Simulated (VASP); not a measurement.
# ZnO (P6_3mc) in VASP: notebook, part 2 of 2

VASP 6.6.1. Earlier steps stand in the parts before.

### 5 Single point, PBE (uniaxial strain along c: +6.0 %)

Input file INCAR:

```
SYSTEM = ZnO
PREC = Accurate
ENCUT = 520
EDIFF = 1E-6
ISMEAR = 0
SIGMA = 0.02
LREAL = .False.
LASPH = .True.
NELM = 80
ALGO = Normal
ISIF = 2
LWAVE = .False.
LCHARG = .True.
GGA = PE
LELF = .True.
LVHAR = .True.
NBANDS = 26
```

Input file KPOINTS:

```
regular mesh
0
Gamma
  12 12 6
  0 0 0
```

Input file POSCAR:

```
ZnO
1.0
    3.2301998980      0.0000000000      0.0000000000
   -1.6150999490      2.7974351709      0.0000000000
    0.0000000000      0.0000000000      5.6108271547
Zn O
2 2
Direct
    0.6666666659      0.3333333341      0.5061177229
    0.3333333341      0.6666666659      0.0061177229
    0.6666666676      0.3333333324      0.8741922771
    0.3333333324      0.6666666676      0.3741922771
```

Command:

```console
cat potpaw_PBE.64/Zn/POTCAR potpaw_PBE.64/O/POTCAR > POTCAR
mpirun -np 1 vasp_std > vasp.out
```

Wall time 30 s (1 thread of Intel Xeon 6975P-C (Granite Rapids), shared host); peak memory 0.21 GiB.

The run converged. Its results:

```yaml
Free_energy: -17.7832 eV
Pressure: -2.6 GPa
Largest_force: 0.113 eV/Å
Band_gap_on_the_k_mesh: 0.55 eV, direct
```

Forces on the atoms (eV/Å):
```
Zn   0.000  0.000  0.113
Zn   0.000  0.000  0.113
O    0.000  0.000 -0.113
O    0.000  0.000 -0.113
```

Stress tensor (GPa, compression positive):
```
 0.82  0.00  0.00
 0.00  0.82  0.00
 0.00  0.00 -9.55
```

Levels at points of the mesh, in eV from the valence-band top:
```
           k point  band 16  band 17  band 18  band 19  band 20  band 21
(0.00, 0.00, 0.00)    -0.23     0.00     0.00     0.55     5.19     7.37
(0.50, 0.00, 0.00)    -1.89    -1.37    -0.73     5.49     6.75     6.92
(0.00, 0.00, 0.50)    -0.32    -0.32    -0.32     3.15     3.15     9.36
(0.50, 0.00, 0.50)    -1.54    -1.29    -1.29     5.37     5.37     8.05
```

Caveat: the cell differs from its parent crystal (uniaxial strain along c: +6.0 %).

### 6 Single point, PBE

This run uses another cell than the first one: it holds 16 atoms, not 4.

Input file INCAR:

```
SYSTEM = ZnO
PREC = Accurate ; ENCUT = 520
EDIFF = 1E-7 ; ISMEAR = 0
SIGMA = 0.01 ; LREAL = Auto
LASPH = .TRUE. ; NELM = 60
ALGO = Normal ; ISIF = 2
LWAVE = .FALSE. ; LCHARG = .TRUE.
GGA = PE ; LELF = .TRUE.
LVHAR = .TRUE. ; NBANDS = 86
```

Input file KPOINTS:

```
regular mesh
0
G
  3 3 3
  0 0 0
```

Input file POSCAR:

```
ZnO
1.0
    0.0000000000      0.0000000000     -5.2932332175
   -6.5587815918      0.0000000001      0.0000000000
    3.2793907959      5.6800714763      0.0000000000
Zn O
8 8
Direct
    0.4993955897      0.3333333333      0.1666666667
    0.4993955897      0.8333333333      0.1666666667
    0.4993955897      0.3333333333      0.6666666667
    0.4993955897      0.8333333333      0.6666666667
    0.9993955897      0.6666666667      0.3333333333
    0.9993955897      0.1666666667      0.3333333333
    0.9993955897      0.6666666667      0.8333333333
    0.9993955897      0.1666666667      0.8333333333
    0.1202944103      0.3333333333      0.1666666667
    0.1202944103      0.8333333333      0.1666666667
    0.1202944103      0.3333333333      0.6666666667
    0.1202944103      0.8333333333      0.6666666667
    0.6202944103      0.6666666667      0.3333333333
    0.6202944103      0.1666666667      0.3333333333
    0.6202944103      0.6666666667      0.8333333333
    0.6202944103      0.1666666667      0.8333333333
```

Potentials or basis: VASP PAW PBE potentials, release 64 (Zn, O).

Command:

```console
cat potpaw_PBE.64/Zn/POTCAR potpaw_PBE.64/O/POTCAR > POTCAR
mpirun -np 1 vasp_std > vasp.out
```

OUTCAR:

```text
SYSTEM = ZnO
   PREC = Accurate
   ENCUT = 520
   EDIFF = 1E-7
   ISMEAR = 0
   LREAL = Auto
   LASPH = .TRUE.
   NELM = 60
   ISIF = 2
   GGA = PE

 ion  position               nearest neighbor table
   1  0.499  0.333  0.167-  14 2.00  16 2.00  13 2.00   9 2.01
   2  0.499  0.833  0.167-  13 2.00  15 2.00  14 2.00  10 2.01
   3  0.499  0.333  0.667-  16 2.00  14 2.00  15 2.00  11 2.01
   4  0.499  0.833  0.667-  15 2.00  13 2.00  16 2.00  12 2.01
   5  0.999  0.667  0.333-  10 2.00  12 2.00   9 2.00  13 2.01
   6  0.999  0.167  0.333-   9 2.00  11 2.00  10 2.00  14 2.01
[... 8 lines left out ...]
  15  0.620  0.667  0.833-   4 2.00   2 2.00   3 2.00   7 2.01
  16  0.620  0.167  0.833-   3 2.00   1 2.00   4 2.00   8 2.01
[... 7 lines left out ...]
 A1 = (  -6.5587815918,   0.0000000001,   0.0000000000)
 A2 = (   3.2793907959,   5.6800714763,   0.0000000000)
 A3 = (   0.0000000000,   0.0000000000,  -5.2932332175)

Analysis of symmetry for initial positions (statically):
=====================================================================
 Subroutine PRICEL returns following result:

  LATTYP: Found a hexagonal cell.
 ALAT       =     3.2793907959
 C/A-ratio  =     1.6140904049

  Lattice vectors:
[... 184 lines left out ...]
      1     -16.9199      2.00000
      2     -16.2829      2.00000
      3     -16.2829      2.00000
      4     -16.2829      2.00000
      5     -16.2521      2.00000
      6     -16.0783      2.00000
[... 511 lines left out ...]
     83       9.6610      0.00000
     84       9.6610      0.00000
 [bands above 84 left out]

------------------------ aborting loop because EDIFF is reached ----------------------------------------

  FORCE on cell =-STRESS in cart. coord.  units (eV):
  Direction    XX          YY          ZZ          XY          YZ          ZX
  --------------------------------------------------------------------------------------
  -------------------------------------------------------------------------------------
  Total        1.1100249      1.1100249      1.0737717     -0.0000000      0.0000000      0.0000000
  in kB        9.0187282      9.0187282      8.7241784     -0.0000000      0.0000000      0.0000000
  external PRESSURE =       8.9205449 kB  Pullay stress =       0.0000000 kB

 VOLUME and BASIS-vectors are now :
 -----------------------------------------------------------------------------
  energy-cutoff  :      520.00
  volume of cell :      197.20
      direct lattice vectors                 reciprocal lattice vectors
     0.000000000  0.000000000 -5.293233218     0.000000000  0.000000000 -0.188920450
    -6.558781592  0.000000000  0.000000000    -0.152467343  0.088027061  0.000000000
     3.279390796  5.680071476  0.000000000     0.000000000  0.176054123  0.000000000

 POSITION                                       TOTAL-FORCE (eV/Angst)
 -----------------------------------------------------------------------------------
     -1.63970      0.94668     -2.64342        -0.000000      0.000000     -0.000137
     -4.91909      0.94668     -2.64342         0.000000      0.000000     -0.000137
      0.00000      3.78671     -2.64342        -0.000000     -0.000000     -0.000137
     -3.27939      3.78671     -2.64342        -0.000000      0.000000     -0.000137
     -3.27939      1.89336     -5.29003         0.000000      0.000000     -0.000137
     -0.00000      1.89336     -5.29003         0.000000      0.000000     -0.000137
[... 8 lines left out ...]
     -1.63970      4.73339     -3.28336         0.000000     -0.000000      0.000137
      1.63970      4.73339     -3.28336        -0.000000     -0.000000      0.000137
 -----------------------------------------------------------------------------------
    total drift:                               -0.000047     -0.000078     -0.009724

  FREE ENERGIE OF THE ION-ELECTRON SYSTEM (eV)
  ---------------------------------------------------
  free  energy   TOTEN  =       -71.4348599300 eV

  energy  without entropy=      -71.4348599300  energy(sigma->0) =      -71.43485993
```

OSZICAR:

```text
N       E                     dE             d eps       ncg     rms          rms(c)
DAV:   1     0.181560492477E+04    0.18156E+04   -0.66032E+04  1032   0.242E+03
DAV:   2     0.303573222273E+03   -0.15120E+04   -0.14286E+04  1032   0.632E+02
DAV:   3    -0.511376867030E+02   -0.35471E+03   -0.34180E+03  1110   0.248E+02
DAV:   4    -0.838015778884E+02   -0.32664E+02   -0.32232E+02  1160   0.807E+01
DAV:   5    -0.844163212962E+02   -0.61474E+00   -0.61242E+00  1162   0.116E+01    0.281E+01
DAV:   6    -0.706624910043E+02    0.13754E+02   -0.47392E+01  1680   0.748E+01    0.165E+01
DAV:   7    -0.716123892313E+02   -0.94990E+00   -0.13067E+01  1096   0.209E+01    0.103E+01
DAV:   8    -0.717991006666E+02   -0.18671E+00   -0.45941E+00  1436   0.112E+01    0.429E+00
DAV:   9    -0.714147427645E+02    0.38436E+00   -0.11450E+00  1688   0.102E+01    0.934E-01
DAV:  10    -0.714350028680E+02   -0.20260E-01   -0.37738E-01  1110   0.237E+00    0.318E-01
DAV:  11    -0.714347445245E+02    0.25834E-03   -0.80144E-03  1192   0.525E-01    0.102E-01
DAV:  12    -0.714348125076E+02   -0.67983E-04   -0.13893E-03  1356   0.508E-01    0.443E-02
DAV:  13    -0.714348947152E+02   -0.82208E-04   -0.26990E-04  1400   0.137E-01    0.600E-02
DAV:  14    -0.714348829651E+02    0.11750E-04   -0.86530E-05  1100   0.442E-02    0.375E-02
DAV:  15    -0.714348605808E+02    0.22384E-04   -0.72764E-05  1458   0.485E-02    0.605E-03
DAV:  16    -0.714348602344E+02    0.34642E-06   -0.10322E-05  1184   0.214E-02    0.316E-03
DAV:  17    -0.714348599718E+02    0.26255E-06   -0.26756E-07   890   0.620E-03    0.208E-03
DAV:  18    -0.714348599300E+02    0.41837E-07   -0.57833E-07  1074   0.629E-03
   1 F= -.71434860E+02 E0= -.71434860E+02  d E =-.850750E-15
```

stdout:

```text
POSCAR found type information on POSCAR ZnO
 POSCAR found :  2 types and      16 ions
 scaLAPACK will be used
 LDA part: xc-table for (Slater+PW92), standard interpolation
 POSCAR, INCAR and KPOINTS ok, starting setup
 FFT: planning ... GRIDC
 FFT: planning ... GRID_SOFT
 FFT: planning ... GRID
 WAVECAR not read
 entering main loop
```

Run time: 3.4 min. Hardware: 1 thread of Intel Xeon Platinum 8488C (Sapphire Rapids), shared host; peak memory 0.33 GiB.

What came out:

* Free energy: -71.4349 eV
* Pressure: 0.9 GPa
* Band gap on the k mesh: 0.73 eV

PBE gaps usually lie below the measured ones, often by a third to a half.

### 7 Summary

| cell | k mesh | smearing | gap on the mesh (eV) | pressure (GPa) | largest force (eV/Å) |
| --- | --- | --- | --- | --- | --- |
| a = 3.247, b = 3.247, c = 5.505 Å, angles 90.0, 90.0, 120.0°, 4 atoms | 12 × 12 × 6 | gaussian 0.02 eV | 0.62 | -1.4 | 0.14 |
| a = 3.241, b = 3.241, c = 5.505 Å, angles 90.0, 90.0, 120.0°, 4 atoms | 12 × 12 × 6 | gaussian 0.02 eV | 0.62 | -1.3 | 0.01 |
| a = 3.223, b = 3.223, c = 5.611 Å, angles 90.0, 90.0, 120.0°, 4 atoms | 12 × 12 × 6 | gaussian 0.02 eV | 0.54 | -2.4 | 0.02 |
| a = 3.230, b = 3.230, c = 5.611 Å, angles 90.0, 90.0, 120.0°, 4 atoms | 12 × 12 × 6 | gaussian 0.02 eV | 0.55 | -2.6 | 0.11 |
| a = 5.293, b = 6.559, c = 6.559 Å, angles 120.0, 90.0, 90.0°, 16 atoms | 3 × 3 × 3 | gaussian 0.01 eV | 0.73 | 0.9 | - |

Alike in all rows: task single point; level PBE; potentials or basis VASP PAW PBE potentials, release 64 (Zn, O); no spin polarisation; cutoff (eV) 520.

Total energies depend on the potentials used, so only differences within one code and one set of settings carry meaning.
